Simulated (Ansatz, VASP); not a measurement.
## Sb in VASP and in Ansatz

```
Sb
1.0
     5.39868    0.00000    0.00000
    -2.69934    4.67539    0.00000
     0.00000    0.00000    3.19037
Sb
3
Cartesian
  0.0000 0.0000 3.1904
  0.0000 3.1169 1.5952
  2.6993 1.5585 1.5952
```

Alike in both runs: task single point; functional BLYP; k mesh 7 × 7 × 11; occupations fermi-dirac, width 0.1 eV; no spin polarisation.

|  | VASP | Ansatz |
| --- | --- | --- |
| version | VASP 6.6.1 | Ansatz 0.2.0 |
| potentials or method | VASP PAW PBE potentials, release 64 (Sb), cutoff 520 eV | plane waves (420 eV) with PAW, scalar-relativistic |
| valence electrons in the cell | 15 | 45 |

|  | VASP | Ansatz | Ansatz less VASP |
| --- | --- | --- | --- |
| pressure (GPa) | 7.5 | 7.3 | -0.22 |
| traceless stress, the component that is largest in VASP (GPa) | 0.68 | 0.66 | -0.019 |

VASP's potentials were made for PBE, not for BLYP. VASP's potentials hold 15 valence electrons a cell and Ansatz's 45, so a difference there can come from the potentials and not from the codes.

Neither program's run includes spin-orbit coupling.
